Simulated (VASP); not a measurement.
# MgI2 (P-1) in VASP: further runs, part 2 of 2

VASP 6.6.1. Earlier steps stand in the parts before.

## Step 5: Single point, PBE (engineering shear strain xz -0.1467, normal strain along z +0.0133)

INCAR

```
ALGO     = Normal         # electronic algorithm
EDIFF    = 1E-6           # SCF threshold, eV
ENCUT    = 520            # plane-wave cutoff, eV
GGA      = PE             # functional
ISIF     = 2              # what is computed and relaxed
ISMEAR   = 0              # smearing method
LASPH    = True           # aspherical terms in the spheres
LCHARG   = False          # write CHGCAR
LREAL    = False          # projectors in reciprocal space
LWAVE    = False          # write WAVECAR
NBANDS   = 15             # bands
NELM     = 60             # most SCF steps
PREC     = Accurate       # precision mode
SIGMA    = 0.05           # smearing width, eV
```

KPOINTS

```
k-points
0
Gamma
  6 6 4
```

POSCAR

```
MgI2
1.0
    4.2072027146      0.0000000000     -0.3085983191
   -2.1036013573      3.6435444297      0.1542991596
   -0.5729898776      0.0000000000      7.9156188546
Mg I
1 2
Direct
    0.0000000000      0.0000000000      0.0000000000
    0.2758261458      0.6669804145      0.7875495469
    0.7241738542      0.3330195855      0.2124504531
```

Potentials or basis: VASP PAW PBE potentials, release 64 (Mg, I).

The run is started by

```console
$ cat potpaw_PBE.64/Mg/POTCAR potpaw_PBE.64/I/POTCAR > POTCAR
$ mpirun -np 1 vasp_std > vasp.out
```

OUTCAR:

```text
EDIFF = 1E-6
   ENCUT = 520
   GGA = PE
   ISIF = 2
   ISMEAR = 0
   LASPH = True
   LREAL = False
   NELM = 60
   PREC = Accurate

 ion  position               nearest neighbor table
   1  0.000  0.000  0.000-   2 2.95   3 2.95   3 2.95   2 2.95   2 2.95   3 2.95
   2  0.276  0.667  0.788-   1 2.95   1 2.95   1 2.95
   3  0.724  0.333  0.212-   1 2.95   1 2.95   1 2.95

  LATTYP: Found a base centered monoclinic cell.
 ALAT       =     4.2185053756
 B/A-ratio  =     1.7274101158
 C/A-ratio  =     1.8813133165
 COS(beta)  =    -0.1449674628

  Lattice vectors:

 A1 = (   2.1036013573,  -3.6435444297,  -0.1542991596)
 A2 = (   2.1036013573,   3.6435444297,  -0.1542991595)
 A3 = (  -0.5729898776,   0.0000000000,   7.9156188546)

Analysis of symmetry for initial positions (statically):
=====================================================================
 Subroutine PRICEL returns:
 Original cell was already a primitive cell.

 Routine SETGRP: Setting up the symmetry group for a
 base centered monoclinic supercell.

 Subroutine GETGRP returns: Found  2 space group operations
 (whereof  2 operations were pure point group operations)
 out of a pool of  4 trial point group operations.

The static configuration has the point symmetry S_2 .

Analysis of symmetry for dynamics (positions and initial velocities):
=====================================================================
 Subroutine PRICEL returns:
 Original cell was already a primitive cell.

 Routine SETGRP: Setting up the symmetry group for a
 base centered monoclinic supercell.

 Subroutine GETGRP returns: Found  2 space group operations
 (whereof  2 operations were pure point group operations)
 out of a pool of  4 trial point group operations.

The dynamic configuration has the point symmetry S_2 .

 Subroutine INISYM returns: Found  2 space group operations
 (whereof  2 operations are pure point group operations),
 and found     1 'primitive' translations

----------------------------------------------------------------------------------------

                                     Primitive cell

  volume of cell :     120.6953

  direct lattice vectors                    reciprocal lattice vectors
     4.207202715  0.000000000 -0.308598319     0.238956384  0.137229011  0.017297395
    -2.103601357  3.643544430  0.154299160     0.000000000  0.274458023  0.000000000
    -0.572989878  0.000000000  7.915618855     0.009315954 -0.000000000  0.127006867

  length of vectors
     4.218505376  4.210031225  7.936330339     0.276099900  0.274458023  0.127348071

  position of ions in fractional coordinates (direct lattice)
     0.000000000  0.000000000  0.000000000
     0.275826146  0.666980415  0.787549547
     0.724173854  0.333019585  0.212450453

  ion indices of the primitive-cell ions
   primitive index   ion index
                 1           1
                 2           2
                 3           3

----------------------------------------------------------------------------------------

 KPOINTS: k-points

Automatic generation of k-mesh.
 Grid dimensions read from file:
 generate k-points for:    6    6    4

 Generating k-lattice:
[... 45 lines left out ...]
   number of dos      NEDOS =    301   number of ions     NIONS =      3
   total plane-waves  NPLWV =  61440
   dimension x,y,z NGX =    32 NGY =   32 NGZ =   60
   dimension x,y,z NGXF=    64 NGYF=   64 NGZF=  120
   ions per type =               1   2
   NGX,Y,Z   is equivalent  to a cutoff of  12.61, 12.64, 12.57 a.u.
   NGXF,Y,Z  is equivalent  to a cutoff of  25.22, 25.27, 25.14 a.u.
 SYSTEM =  unknown system
   PREC   = accura    normal or accurate (medium, high low for compatibility)
   ISTART =      0    job   : 0-new  1-cont  2-samecut
   ICHARG =      2    charge: 1-file 2-atom 10-const
   ISPIN  =      1    spin polarized calculation?
   LNONCOLLINEAR =      F non collinear calculations
   LSORBIT =      F    spin-orbit coupling
   LASPH  =      T    aspherical Exc in radial PAW
   ENCUT  =  520.0 eV  38.22 Ry    6.18 a.u.   7.84  7.83 14.76*2*pi/ulx,y,z
   NELM   =     60;   NELMIN=  2; NELMDL= -5     # of ELM steps
   EDIFF  = 0.1E-05   stopping-criterion for ELM
   LREAL  =      F    real-space projection
   EDIFFG = 0.1E-04   stopping-criterion for IOM
   NSW    =      0    number of steps for IOM
   IBRION =     -1    ionic relax: 0-MD 1-quasi-New 2-CG
   NFREE  =      0    steps in history (QN), initial steepest desc. (CG)
   ISIF   =      2    stress and relaxation
   ISYM   =      2    0-nonsym 1-usesym 2-fastsym
   POTIM  = 0.5000    time-step for ionic-motion
   TEBEG  =    0.0;   TEEND  =   0.0 temperature during run
   PSTRESS=    0.0 pullay stress
   NELECT =      16.0000    total number of electrons
   NUPDOWN=      -1.0000    fix difference up-down
   EMIN   =  10.00;   EMAX   =-10.00  energy-range for DOS
   EFERMI =   0.00;   METHOD = LEGACY
   ISMEAR =     0;   SIGMA  =   0.05  broadening in eV -4-tet -1-fermi 0-gaus
   EFERMI_NEDOS =   21; number of points for ismear=-14 and -15
   IALGO  =     38    algorithm
   IMIX   =      4    mixing-type and parameters
     AMIX     =   0.40;   BMIX     =  1.00
     AMIX_MAG =   1.60;   BMIX_MAG =  1.00
  volume/ion in A,a.u.               =      40.23       271.50
  Fermi-wavevector in a.u.,A,eV,Ry     =   0.834740  1.577430  9.480422  0.696791
  Thomas-Fermi vector in A             =   1.948182
   LORBIT       =      0    0 simple, 1 ext, 2 COOP (PROOUT), +10 PAW based schemes
   GGA     = PE    functional components
   LHFCALC =     F    Hartree Fock is set to
   AEXX    =    0.0000 exact exchange contribution
   IVDW    =     0    specifies the selected vdW correction
   LEPSILON=     F    determine dielectric tensor
   LRPA    =     F    only Hartree local field effects (RPA)
 non-spin polarized calculation
 Gauss-broadening in eV      SIGMA  =   0.05
  energy-cutoff  :      520.00
  volume of cell :      120.70
 maximum number of plane-waves:      3268
   NGX = 15   NGY = 15   NGZ = 29

 number of electron      16.0000001 magnetization

 Free energy of the ion-electron system (eV)
  ---------------------------------------------------
  ext. energy  EPLUGINS =         0.00000000
  ---------------------------------------------------
  free energy    TOTEN  =        -7.73722410 eV

  energy without entropy =       -7.73722410  energy(sigma->0) =       -7.73722410

 E-fermi :   1.1030     XC(G=0):  -7.3921

 val. band max:        0.8634812687   @ k =   0.0000   0.0000   0.0000
 cond. band min:       4.4005236370   @ k =   0.5000  -0.0000   0.5000
 fundamental gap:      3.5370423683
 Fermi energy:         1.1029963381

 k-point     1 :       0.0000    0.0000    0.0000
  band No.  band energies     occupation
      1     -10.8813      2.00000
      2     -10.3422      2.00000
      3      -2.1174      2.00000
      4       0.5671      2.00000
      5       0.5830      2.00000
      6       0.5963      2.00000
      7       0.8388      2.00000
      8       0.8635      2.00000
      9       4.5730      0.00000
     10       5.7615      0.00000
     11       7.5070      0.00000
     12       7.5468      0.00000
     13       7.7815      0.00000
     14       8.9361      0.00000
[... 401 lines left out ...]
      2     -10.1641      2.00000
      3      -2.0898      2.00000
      4      -1.4483      2.00000
      5      -0.4775      2.00000
      6      -0.1017      2.00000
      7       0.2577      2.00000
      8       0.5721      2.00000
      9       4.8991      0.00000
     10       6.6931      0.00000
     11       6.7445      0.00000
     12       8.0457      0.00000
     13       8.3182      0.00000
     14       9.0090      0.00000
     15       9.8167      0.00000

 [... further k-points ...]

------------------------ aborting loop because EDIFF is reached ----------------------------------------

  FORCE on cell =-STRESS in cart. coord.  units (eV):
  Direction    XX          YY          ZZ          XY          YZ          ZX
  --------------------------------------------------------------------------------------
  -------------------------------------------------------------------------------------
  Total       -0.0924834     -0.0361274      0.0361649      0.0020997      0.0163227      0.0235899
  in kB       -1.2276762     -0.4795750      0.4800729      0.0278726      0.2166773      0.3131454
  external PRESSURE =      -0.4090594 kB  Pullay stress =       0.0000000 kB

 VOLUME and BASIS-vectors are now :
 -----------------------------------------------------------------------------
  energy-cutoff  :      520.00
  volume of cell :      120.70
      direct lattice vectors                 reciprocal lattice vectors
     4.207202715  0.000000000 -0.308598319     0.238956384  0.137229011  0.017297395
    -2.103601357  3.643544430  0.154299160     0.000000000  0.274458023  0.000000000
    -0.572989878  0.000000000  7.915618855     0.009315954 -0.000000000  0.127006867

 POSITION                                       TOTAL-FORCE (eV/Angst)
 -----------------------------------------------------------------------------------
      0.00000      0.00000      0.00000         0.000000      0.000000     -0.000000
     -0.69386      2.43017      6.25174         0.000821      0.000093      0.001647
      2.22447      1.21337      1.50958        -0.000821     -0.000093     -0.001647
 -----------------------------------------------------------------------------------
    total drift:                                0.000000     -0.000000     -0.000000

  FREE ENERGIE OF THE ION-ELECTRON SYSTEM (eV)
  ---------------------------------------------------
  free  energy   TOTEN  =        -7.7372240960 eV

  energy  without entropy=       -7.7372240960  energy(sigma->0) =       -7.73722410
```

It took 51 s on 1 thread of Intel Xeon 6975P-C (Granite Rapids), shared host; peak memory 0.32 GiB.

Results:

```
Free energy            : -7.7372 eV
Pressure               : 0.0 GPa
Band gap on the k mesh : 3.54 eV, indirect (least direct gap 3.71 eV)
```

Caveat: the cell differs from its parent crystal (engineering shear strain xz -0.1467, normal strain along z +0.0133); spin-orbit coupling is left out, which moves the levels of the heavy elements. A k mesh can miss the band edges.

## Step 6: The runs side by side

| cell | gap on the mesh (eV) | pressure (GPa) | largest force (eV/Å) |
| --- | --- | --- | --- |
| a = 4.219, b = 4.210, c = 7.833 Å, angles 85.8, 98.4, 120.1°, 3 atoms | 3.52 | 0.0 | - |
| a = 4.233, b = 4.214, c = 7.962 Å, angles 83.8, 102.5, 120.1°, 3 atoms | 3.51 | -0.1 | 0.01 |
| a = 4.210, b = 4.208, c = 7.817 Å, angles 87.9, 94.2, 120.0°, 3 atoms | 3.56 | 0.0 | 0.01 |
| a = 4.219, b = 4.210, c = 7.936 Å, angles 85.8, 98.3, 120.1°, 3 atoms | 3.54 | 0.0 | - |

Alike in all rows: task single point; level PBE; potentials or basis VASP PAW PBE potentials, release 64 (Mg, I); no spin polarisation; k mesh 6 × 6 × 4; cutoff (eV) 520; smearing gaussian 0.05 eV.

Caveats: spin-orbit coupling is left out, which moves the levels of the heavy elements.

Total energies depend on the potentials used, so only differences within one code and one set of settings carry meaning.
